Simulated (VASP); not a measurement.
# Ge (P4_32_12) in VASP: a series of runs, part 2 of 2

VASP 6.6.1. The steps go on from the part before.

### 3 Dielectric tensor, LDA

INCAR

```
PREC = Accurate
ENCUT = 600
EDIFF = 1E-8
ISMEAR = 0
SIGMA = 0.03
LREAL = False
LASPH = True
NELM = 80
ALGO = Normal
ISIF = 2
LWAVE = False
LCHARG = False
GGA = CA
LEPSILON = True
KPAR = 4
```

KPOINTS

```
regular mesh
0
Monkhorst-Pack
  6 6 4
```

POSCAR

```
Ge                                      
1.0
    5.8782184538      0.0000000000     -0.0000000000
   -0.0000000000      5.8782184538     -0.0000000000
   -0.0000000000     -0.0000000000      6.9189357408
  Ge            
    12
Direct
     0.0884155061704887    0.0884155061704887    0.0000000000000000
     0.4115844938295112    0.5884155061704887    0.7500000000000000
     0.9115844938295113    0.9115844938295113    0.5000000000000000
     0.5884155061704887    0.4115844938295112    0.2500000000000000
     0.1717062118158978    0.3701724629495504    0.2556253342054289
     0.1298275370504495    0.6717062118159048    0.0056253342054288
     0.8282937881840952    0.6298275370504496    0.7556253342054288
     0.8701724629495504    0.3282937881841023    0.5056253342054288
     0.6717062118159048    0.1298275370504495    0.9943746657945712
     0.6298275370504496    0.8282937881840952    0.2443746657945712
     0.3282937881841023    0.8701724629495504    0.4943746657945711
     0.3701724629495504    0.1717062118158978    0.7443746657945712
```

Potentials or basis: VASP PAW LDA potentials, release 64 (Ge_d).

Started as:

```sh
cat potpaw_LDA.64/Ge_d/POTCAR > POTCAR
mpirun -np 4 vasp_std > vasp.out
```

OUTCAR:

```text
PREC = Accurate
   ENCUT = 600
   EDIFF = 1E-8
   ISMEAR = 0
   LREAL = False
   LASPH = True
   NELM = 80
   ISIF = 2
   GGA = CA
   LEPSILON = True

 ion  position               nearest neighbor table
   1  0.088  0.088  0.000-   6 2.46   9 2.46   5 2.47  12 2.47
   2  0.412  0.588  0.750-   7 2.46  12 2.46  11 2.47   6 2.47
   3  0.912  0.912  0.500-   8 2.46  11 2.46  10 2.47   7 2.47
   4  0.588  0.412  0.250-  10 2.46   5 2.46   8 2.47   9 2.47
   5  0.172  0.370  0.256-   4 2.46   1 2.47   8 2.49   6 2.49
   6  0.130  0.672  0.006-   1 2.46   2 2.47   5 2.49   7 2.49
   7  0.828  0.630  0.756-   2 2.46   3 2.47   8 2.49   6 2.49
   8  0.870  0.328  0.506-   3 2.46   4 2.47   5 2.49   7 2.49
   9  0.672  0.130  0.994-   1 2.46   4 2.47  12 2.49  10 2.49
  10  0.630  0.828  0.244-   4 2.46   3 2.47  11 2.49   9 2.49
  11  0.328  0.870  0.494-   3 2.46   2 2.47  12 2.49  10 2.49
  12  0.370  0.172  0.744-   2 2.46   1 2.47  11 2.49   9 2.49

  LATTYP: Found a simple tetragonal cell.
 ALAT       =     5.8782184538
 C/A-ratio  =     1.1770463781

  Lattice vectors:

 A1 = (   5.8782184538,   0.0000000000,   0.0000000000)
 A2 = (   0.0000000000,   5.8782184538,   0.0000000000)
 A3 = (   0.0000000000,   0.0000000000,   6.9189357408)

Analysis of symmetry for initial positions (statically):
=====================================================================
 Subroutine PRICEL returns:
 Original cell was already a primitive cell.

 Routine SETGRP: Setting up the symmetry group for a
 simple tetragonal supercell.

 Subroutine GETGRP returns: Found  8 space group operations
 (whereof  2 operations were pure point group operations)
 out of a pool of 16 trial point group operations.

The static configuration has the point symmetry C_2 .
 The point group associated with its full space group is D_4 .

Analysis of symmetry for dynamics (positions and initial velocities):
=====================================================================
 Subroutine PRICEL returns:
 Original cell was already a primitive cell.

 Routine SETGRP: Setting up the symmetry group for a
 simple tetragonal supercell.

 Subroutine GETGRP returns: Found  8 space group operations
 (whereof  2 operations were pure point group operations)
 out of a pool of 16 trial point group operations.

The dynamic configuration has the point symmetry C_2 .
 The point group associated with its full space group is D_4 .

 Subroutine INISYM returns: Found  8 space group operations
 (whereof  2 operations are pure point group operations),
 and found     1 'primitive' translations

----------------------------------------------------------------------------------------

                                     Primitive cell

  volume of cell :     239.0731

  direct lattice vectors                    reciprocal lattice vectors
     5.878218454  0.000000000  0.000000000     0.170119571  0.000000000  0.000000000
     0.000000000  5.878218454  0.000000000     0.000000000  0.170119571  0.000000000
     0.000000000  0.000000000  6.918935741     0.000000000  0.000000000  0.144530899
[... 1349 lines left out ...]
      0.51973      0.51973      0.00000        -0.015505     -0.015505     -0.000000
      2.41938      3.45883      5.18920         0.015505     -0.015505     -0.000000
      5.35849      5.35849      3.45947         0.015505      0.015505     -0.000000
      3.45883      2.41938      1.72973        -0.015505      0.015505     -0.000000
      1.00933      2.17595      1.76866         0.012955      0.001300      0.015531
      0.76315      3.94844      0.03892        -0.001300      0.012955      0.015531
      4.86889      3.70226      5.22812        -0.012955     -0.001300      0.015531
      5.11506      1.92978      3.49839         0.001300     -0.012955      0.015531
      3.94844      0.76315      6.88001         0.012955     -0.001300     -0.015531
      3.70226      4.86889      1.69081        -0.001300     -0.012955     -0.015531
      1.92978      5.11506      3.42055        -0.012955      0.001300     -0.015531
      2.17595      1.00933      5.15028         0.001300      0.012955     -0.015531
 -----------------------------------------------------------------------------------
    total drift:                               -0.000000      0.000000      0.000000

  FREE ENERGIE OF THE ION-ELECTRON SYSTEM (eV)
  ---------------------------------------------------
  free  energy   TOTEN  =       -60.9650609069 eV

  energy  without entropy=      -60.9650609069  energy(sigma->0) =      -60.96506091

 HEAD OF MICROSCOPIC STATIC DIELECTRIC TENSOR (INDEPENDENT PARTICLE, excluding Hartree and local field effects)
 ------------------------------------------------------
          40.866579     0.000000    -0.000000
           0.000000    40.866579     0.000000
           0.000000     0.000000    30.811984
 ------------------------------------------------------

 Free energy of the ion-electron system (eV)
  ---------------------------------------------------
  ---------------------------------------------------
  free energy    TOTEN  =       -26.43510354 eV

  energy without entropy =      -26.43510354

------------------------ aborting loop because EDIFF is reached ----------------------------------------

--------------------------------------- Ionic step        2  -------------------------------------------

------------------------ aborting loop because EDIFF is reached ----------------------------------------

--------------------------------------- Ionic step        3  -------------------------------------------

 Free energy of the ion-electron system (eV)
  ---------------------------------------------------
  ---------------------------------------------------
  free energy    TOTEN  =       -18.95488933 eV

  energy without entropy =      -18.95488933

------------------------ aborting loop because EDIFF is reached ----------------------------------------

 PIEZOELECTRIC TENSOR FIELD DIRECTION 3  (e Angst)
 -----------------------------------------------------------------------------
     0.04557  0.00055 -0.00000           ( -0.00002  0.00000 -0.00000)
    -0.00055  0.04557 -0.00000           (  0.00000 -0.00002 -0.00000)
    -0.00000 -0.00000 -0.09121           ( -0.00000 -0.00000  0.00002)

 PIEZOELECTRIC TENSOR FIELD DIRECTION 3  (C/m^2)
 -----------------------------------------------------------------------------
     0.00305  0.00004 -0.00000
    -0.00004  0.00305 -0.00000
    -0.00000 -0.00000 -0.00611

 MACROSCOPIC STATIC DIELECTRIC TENSOR (including local field effects in DFT)
 ------------------------------------------------------
          39.599405     0.000000     0.000000
           0.000000    39.599405     0.000000
          -0.000000     0.000000    28.626407
 ------------------------------------------------------

 PIEZOELECTRIC TENSOR (including local field effects)  for field in x, y, z        (e  Angst)
          XX          YY          ZZ          XY          YZ          ZX
  --------------------------------------------------------------------------------
  x     0.00000     0.00000     0.00000     0.00000    -3.23462     0.00000
  y     0.00000     0.00000    -0.00000     0.00000     0.00000     3.23455
  z    -0.00000    -0.00000     0.00000    -0.00055     0.00000     0.00000

 PIEZOELECTRIC TENSOR (including local field effects)  for field in x, y, z        (C/m^2)
          XX          YY          ZZ          XY          YZ          ZX
  --------------------------------------------------------------------------------
  x     0.00000     0.00000     0.00000     0.00000    -0.21677     0.00000
  y     0.00000     0.00000    -0.00000     0.00000     0.00000     0.21677
  z    -0.00000    -0.00000     0.00000    -0.00004     0.00000     0.00000

 BORN EFFECTIVE CHARGES (including local field effects) (in |e|, cummulative output)
 ---------------------------------------------------------------------------------
 ion    1
    1     0.74611    -0.03814    -0.30463
    2    -0.03814     0.74611     0.30463
    3    -0.25979     0.25979    -0.85605
 ion    2
    1     0.74611     0.03814    -0.30463
    2     0.03814     0.74611    -0.30463
    3    -0.25979    -0.25979    -0.85605
 ion    3
    1     0.74611    -0.03814     0.30463
    2    -0.03814     0.74611    -0.30463
    3     0.25979    -0.25979    -0.85605
 ion    4
    1     0.74611     0.03814     0.30463
    2     0.03814     0.74611     0.30463
    3     0.25979     0.25979    -0.85605
 ion    5
[... 16 lines left out ...]
    1    -0.66209    -0.03984    -0.20693
    2    -0.28826    -0.08402    -0.36885
    3    -0.38770    -0.49810     0.42803
 ion   10
    1    -0.08402     0.28826    -0.36885
    2     0.03984    -0.66209     0.20693
    3    -0.49810     0.38770     0.42803
 ion   11
    1    -0.66209    -0.03984     0.20693
    2    -0.28826    -0.08402     0.36885
    3     0.38770     0.49810     0.42803
 ion   12
    1    -0.08402     0.28826     0.36885
    2     0.03984    -0.66209    -0.20693
    3     0.49810    -0.38770     0.42803
```

Wall time 39 min (4 MPI ranks of Intel Xeon Platinum 8488C (Sapphire Rapids), shared host); peak memory 1.9 GiB.

Results:

```yaml
Electronic_dielectric_tensor_diagonal: 39.60, 39.60, 28.63
Born_charges_mean_of_the_diagonal: Ge +0.21, -0.11 (each value once) e
```

Levels at points of the mesh, in eV from the valence-band top:
| k point | band 82 | band 83 | band 84 | band 85 | band 86 | band 87 |
| --- | --- | --- | --- | --- | --- | --- |
| (0.08, 0.08, 0.12) | -0.96 | -0.87 | -0.42 | 1.81 | 1.96 | 2.31 |

Electronic dielectric tensor:
```
39.60  0.00  0.00
 0.00 39.60  0.00
 0.00  0.00 28.63
```

Born effective charge tensors (e):
atom 1, Ge
```
 0.75 -0.04 -0.30
-0.04  0.75  0.30
-0.26  0.26 -0.86
```
atom 2, Ge
```
 0.75  0.04 -0.30
 0.04  0.75 -0.30
-0.26 -0.26 -0.86
```
atom 3, Ge
```
 0.75 -0.04  0.30
-0.04  0.75 -0.30
 0.26 -0.26 -0.86
```
atom 4, Ge
```
 0.75  0.04  0.30
 0.04  0.75  0.30
 0.26  0.26 -0.86
```
atom 5, Ge
```
-0.66  0.04  0.21
 0.29 -0.08 -0.37
 0.39 -0.50  0.43
```
atom 6, Ge
```
-0.08 -0.29  0.37
-0.04 -0.66  0.21
 0.50  0.39  0.43
```
atom 7, Ge
```
-0.66  0.04 -0.21
 0.29 -0.08  0.37
-0.39  0.50  0.43
```
atom 8, Ge
```
-0.08 -0.29 -0.37
-0.04 -0.66 -0.21
-0.50 -0.39  0.43
```
atom 9, Ge
```
-0.66 -0.04 -0.21
-0.29 -0.08 -0.37
-0.39 -0.50  0.43
```
atom 10, Ge
```
-0.08  0.29 -0.37
 0.04 -0.66  0.21
-0.50  0.39  0.43
```
atom 11, Ge
```
-0.66 -0.04  0.21
-0.29 -0.08  0.37
 0.39  0.50  0.43
```
atom 12, Ge
```
-0.08  0.29  0.37
 0.04 -0.66 -0.21
 0.50 -0.39  0.43
```
